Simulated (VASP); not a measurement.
# CdSiP2 (I-42d) in VASP: single point with r2SCAN

Aim: the single point of CdSiP2 with r2SCAN.

Everything below comes from runs of VASP 6.6.1. Logs are shortened: lines on timing, memory, paths and dates and some standing lists are left out, and cuts for length are marked.

### 1 The cell of the first run

Symmetry: I-42d, No. 122, tetragonal system. Conventional cell: a = 5.805 Å, b = 5.805 Å, c = 10.690 Å, α = 90.00°, β = 90.00°, γ = 90.00°. Cd (site symmetry -4) has 4 P at 2.62 Å within 3.5 Å. Si (site symmetry -4) has 4 P at 2.30 Å within 3.0 Å. P (site symmetry 2) has 2 Si at 2.30 Å and 2 Cd at 2.62 Å within 3.0 Å.

### 2 Single point, r2SCAN (22.52 Å³/atom)

POSCAR reads:

```
CdSiP2
1.0
   -2.9026900344      2.9026900344      5.3448734125
    2.9026900344     -2.9026900344      5.3448734125
    2.9026900344      2.9026900344     -5.3448734125
Cd Si P
2 2 4
Direct
    0.7500000000      0.2500000000      0.5000000000
    0.0000000000      0.0000000000      0.0000000000
    0.5000000000      0.5000000000      0.0000000000
    0.2500000000      0.7500000000      0.5000000000
    0.8750000000      0.8288409876      0.4538409876
    0.1711590124      0.6250000000      0.0461590124
    0.3750000000      0.4211590124      0.5461590124
    0.5788409876      0.1250000000      0.9538409876
```

INCAR.step1 reads:

```
SYSTEM = CdSiP2
ALGO = Normal ; EDIFF = 1E-5
ENCUT = 550 ; GGA = PE
GGA_COMPAT = .False. ; ISMEAR = 0
LASPH = .True. ; LCHARG = .False.
LREAL = .False. ; LWAVE = .True.
NBANDS = 36 ; NELM = 120
PREC = Accurate ; SIGMA = 0.01
```

INCAR.step2 reads:

```
SYSTEM = CdSiP2
ALGO = Normal ; EDIFF = 1E-6
ENCUT = 550 ; GGA_COMPAT = .False.
ISIF = 2 ; ISMEAR = 0
ISTART = 1 ; LASPH = .True.
LCHARG = .False. ; LMIXTAU = .True.
LREAL = .False. ; LWAVE = .False.
METAGGA = R2SCAN ; NBANDS = 36
NELM = 120 ; PREC = Accurate
SIGMA = 0.01
```

KPOINTS reads:

```
k-points
0
Gamma
  6 6 6
  0 0 0
```

Potentials or basis: VASP PAW PBE potentials, release 64 (Cd, Si, P).

Command:

```console
cat potpaw_PBE.64/Cd/POTCAR potpaw_PBE.64/Si/POTCAR potpaw_PBE.64/P/POTCAR > POTCAR
cp INCAR.step1 INCAR
mpirun -np 1 vasp_std > vasp.out
cp INCAR.step2 INCAR
mpirun -np 1 vasp_std > vasp.out
```

OUTCAR:

```text
SYSTEM = CdSiP2
   EDIFF = 1E-6
   ENCUT = 550
   ISIF = 2
   ISMEAR = 0
   ISTART = 1
   LASPH = .True.
   LREAL = .False.
   METAGGA = R2SCAN
   NELM = 120
   PREC = Accurate

 ion  position               nearest neighbor table
   1  0.750  0.250  0.500-   6 2.62   5 2.62   7 2.62   8 2.62
   2  0.000  0.000  0.000-   7 2.62   8 2.62   6 2.62   5 2.62
   3  0.500  0.500  0.000-   5 2.30   6 2.30   7 2.30   8 2.30
   4  0.250  0.750  0.500-   5 2.30   6 2.30   7 2.30   8 2.30
   5  0.875  0.829  0.454-   3 2.30   4 2.30   1 2.62   2 2.62
   6  0.171  0.625  0.046-   3 2.30   4 2.30   1 2.62   2 2.62
   7  0.375  0.421  0.546-   3 2.30   4 2.30   2 2.62   1 2.62
   8  0.579  0.125  0.954-   3 2.30   4 2.30   2 2.62   1 2.62

  LATTYP: Found a body centered tetragonal cell.
 ALAT       =     5.8053800688
 C/A-ratio  =     1.8413517631

  Lattice vectors:

 A1 = (  -2.9026900344,   2.9026900344,   5.3448734125)
 A2 = (   2.9026900344,  -2.9026900344,   5.3448734125)
 A3 = (   2.9026900344,   2.9026900344,  -5.3448734125)

Analysis of symmetry for initial positions (statically):
=====================================================================
 Subroutine PRICEL returns:
 Original cell was already a primitive cell.

 Routine SETGRP: Setting up the symmetry group for a
 body centered tetragonal supercell.

 Subroutine GETGRP returns: Found  8 space group operations
 (whereof  4 operations were pure point group operations)
 out of a pool of 16 trial point group operations.

The static configuration has the point symmetry S_4 .
 The point group associated with its full space group is D_2d.

Analysis of symmetry for dynamics (positions and initial velocities):
=====================================================================
 Subroutine PRICEL returns:
 Original cell was already a primitive cell.

 Routine SETGRP: Setting up the symmetry group for a
 body centered tetragonal supercell.

 Subroutine GETGRP returns: Found  8 space group operations
 (whereof  4 operations were pure point group operations)
 out of a pool of 16 trial point group operations.

The dynamic configuration has the point symmetry S_4 .
 The point group associated with its full space group is D_2d.

 Subroutine INISYM returns: Found  8 space group operations
 (whereof  4 operations are pure point group operations),
 and found     1 'primitive' translations

[... 109 lines left out ...]
   NSW    =      0    number of steps for IOM
   IBRION =     -1    ionic relax: 0-MD 1-quasi-New 2-CG
   NFREE  =      0    steps in history (QN), initial steepest desc. (CG)
   ISIF   =      2    stress and relaxation
   ISYM   =      2    0-nonsym 1-usesym 2-fastsym
   POTIM  = 0.5000    time-step for ionic-motion
   TEBEG  =    0.0;   TEEND  =   0.0 temperature during run
   PSTRESS=    0.0 pullay stress
   NELECT =      52.0000    total number of electrons
   NUPDOWN=      -1.0000    fix difference up-down
   EMIN   =  10.00;   EMAX   =-10.00  energy-range for DOS
   EFERMI =   0.00;   METHOD = LEGACY
   ISMEAR =     0;   SIGMA  =   0.01  broadening in eV -4-tet -1-fermi 0-gaus
   EFERMI_NEDOS =   21; number of points for ismear=-14 and -15
   IALGO  =     38    algorithm
   IMIX   =      4    mixing-type and parameters
     AMIX     =   0.40;   BMIX     =  1.00
     AMIX_MAG =   1.60;   BMIX_MAG =  1.00
  volume/ion in A,a.u.               =      22.52       151.95
  Fermi-wavevector in a.u.,A,eV,Ry     =   1.081956  2.044601 15.927379  1.170629
  Thomas-Fermi vector in A             =   2.217986
   LORBIT       =      0    0 simple, 1 ext, 2 COOP (PROOUT), +10 PAW based schemes
   METAGGA = R2SCAN    functional components
   LHFCALC =     F    Hartree Fock is set to
   AEXX    =    0.0000 exact exchange contribution
   IVDW    =     0    specifies the selected vdW correction
   LEPSILON=     F    determine dielectric tensor
   LRPA    =     F    only Hartree local field effects (RPA)
 non-spin polarized calculation
 Gauss-broadening in eV      SIGMA  =   0.01
  energy-cutoff  :      550.00
  volume of cell :      180.14
 maximum number of plane-waves:      5316
 NGX is ok and might be reduce to    54
   NGX = 25   NGY = 25   NGZ = 25

 number of electron      51.9999996 magnetization

 Free energy of the ion-electron system (eV)
  ---------------------------------------------------
  ext. energy  EPLUGINS =         0.00000000
  ---------------------------------------------------
  free energy    TOTEN  =       -95.78792713 eV

  energy without entropy =      -95.78792713  energy(sigma->0) =      -95.78792713

 E-fermi :   3.4162     XC(G=0):  -9.8681

 val. band max:        3.3185413822   @ k =   0.0000   0.0000   0.0000
 cond. band min:       5.0279345604   @ k =   0.0000   0.0000   0.0000
 fundamental gap:      1.7093931783
 Fermi energy:         3.4161596574

 k-point     1 :       0.0000    0.0000    0.0000
  band No.  band energies     occupation
      1      -9.5348      2.00000
      2      -7.0786      2.00000
      3      -7.0678      2.00000
      4      -7.0678      2.00000
      5      -5.4985      2.00000
      6      -4.9510      2.00000
[... 925 lines left out ...]
     35       8.3551      0.00000
     36       9.0899      0.00000

 [... further k-points ...]

------------------------ aborting loop because EDIFF is reached ----------------------------------------

  FORCE on cell =-STRESS in cart. coord.  units (eV):
  Direction    XX          YY          ZZ          XY          YZ          ZX
  --------------------------------------------------------------------------------------
  -------------------------------------------------------------------------------------
  Total       -5.0219753     -5.0219753     -4.7781697      0.0000000     -0.0000000      0.0000000
  in kB      -44.6669622    -44.6669622    -42.4984816      0.0000000     -0.0000000      0.0000000
  external PRESSURE =     -43.9441354 kB  Pullay stress =       0.0000000 kB

 VOLUME and BASIS-vectors are now :
 -----------------------------------------------------------------------------
  energy-cutoff  :      550.00
  volume of cell :      180.14
      direct lattice vectors                 reciprocal lattice vectors
    -2.902690034  2.902690034  5.344873413     0.000000000  0.172254011  0.093547585
     2.902690034 -2.902690034  5.344873413     0.172254011  0.000000000  0.093547585
     2.902690034  2.902690034 -5.344873413     0.172254011  0.172254011  0.000000000

 POSITION                                       TOTAL-FORCE (eV/Angst)
 -----------------------------------------------------------------------------------
     -0.00000      2.90269      2.67244        -0.000000     -0.000000     -0.000000
      0.00000      0.00000      0.00000         0.000000     -0.000000      0.000000
      0.00000      0.00000      5.34487         0.000000     -0.000000      0.000000
      2.90269     -0.00000      2.67244        -0.000000     -0.000000     -0.000000
      1.18337      1.45135      6.68109        -0.142119     -0.000000      0.000000
      1.45135     -1.18337      4.00866        -0.000000      0.142119      0.000000
      1.71932      1.45135      1.33622         0.142119     -0.000000      0.000000
      1.45135      4.08606     -1.33622         0.000000     -0.142119      0.000000
 -----------------------------------------------------------------------------------
    total drift:                               -0.000000     -0.000000      0.000000

  FREE ENERGIE OF THE ION-ELECTRON SYSTEM (eV)
  ---------------------------------------------------
  free  energy   TOTEN  =       -95.7879271270 eV

  energy  without entropy=      -95.7879271270  energy(sigma->0) =      -95.78792713
```

It took 12 min on 1 thread of AMD EPYC 9R45 (Zen 5), shared host; peak memory 0.5 GiB.

Results:

```
Free energy            : -95.7879 eV
Pressure               : -4.4 GPa
Largest force          : 0.142 eV/Å
Band gap on the k mesh : 1.71 eV
```

Forces in eV/Å, atoms in the order of the input:
```
Cd   0.000  0.000  0.000
Cd   0.000  0.000  0.000
Si   0.000  0.000  0.000
Si   0.000  0.000  0.000
P   -0.142  0.000  0.000
P    0.000  0.142  0.000
P    0.142  0.000  0.000
P    0.000 -0.142  0.000
```

Caveat: the cell stands under tension; the PAW data sets were made with another functional, which shifts forces and pressure a little. A k mesh can miss the band edges.
